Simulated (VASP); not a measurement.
Here is a VASP 6.6.1 calculation.

File INCAR:

```
ALGO = Normal ; EDIFF = 1E-6
ENCUT = 820 ; GGA = PS
GGA_COMPAT = False ; ISIF = 2
ISMEAR = 1 ; LASPH = True
LCHARG = True ; LELF = True
LREAL = False ; LVHAR = True
LWAVE = False ; NBANDS = 46
NELM = 120 ; PREC = Accurate
SIGMA = 0.1
```

Contents of KPOINTS:

```
k-points
0
Gamma
  11 11 3
```

File POSCAR:

```
Cu
1.0
    2.5128487563      0.0000000000      0.0000000000
   -1.2564243782      2.1761908589      0.0000000000
    0.0000000000      0.0000000000      8.2583493949
Cu
4
Direct
    0.0000000000      0.0000000000      0.0000000000
    0.3333333333      0.6666666667      0.2500000000
    0.0000000000      0.0000000000      0.5000000000
    0.6666666667      0.3333333333      0.7500000000
```

Potentials or basis: VASP PAW PBE potentials, release 64 (Cu_sv_GW).

Command:

```console
$ cat potpaw_PBE.64/Cu_sv_GW/POTCAR > POTCAR
$ mpirun -np 1 vasp_std > vasp.out
```

Question: Estimate the band gap on the k mesh.

Answer: Zero (bands 38 and 39 overlap by 4.46 eV).

Question: What does it give for the pressure?

Answer: -1.4 GPa.

Caveat: the PAW data sets were made with another functional, which shifts forces and pressure a little.
